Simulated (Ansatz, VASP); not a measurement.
# BiTe in VASP and in Ansatz

```
Bi Te
1.0
     0.16816    3.32123    3.32123
     3.32123    0.16816    3.32123
     3.32123    3.32123    0.16816
Bi Te
1 1
Cartesian
  0.0000 0.0000 0.0000
  3.4053 3.4053 3.4053
```

Alike in both runs: task single point; functional PBE; k mesh 14 × 14 × 14; occupations gaussian, width 0.15 eV; no spin polarisation.

|  | VASP | Ansatz |
| --- | --- | --- |
| version | VASP 6.6.1 | Ansatz 0.2.0 |
| potentials or method | VASP PAW PBE potentials, release 64 (Bi_d, Te), cutoff 520 eV | scalar-relativistic, plane waves, PAW |
| valence electrons in the cell | 21 | 31 |

```csv
,VASP,Ansatz,Ansatz less VASP
gap on the k mesh at the Fermi level (eV),none,none,-
pressure (GPa),0.5,0.6,+0.08
```

A gap of «none» marks a metal or a gap that the smearing closes. The functional is the same, so the differences come from potentials, cutoffs and numerics. VASP's potentials hold 21 valence electrons a cell and Ansatz's 31, so a difference there can come from the potentials and not from the codes.

Neither program's run includes spin-orbit coupling.
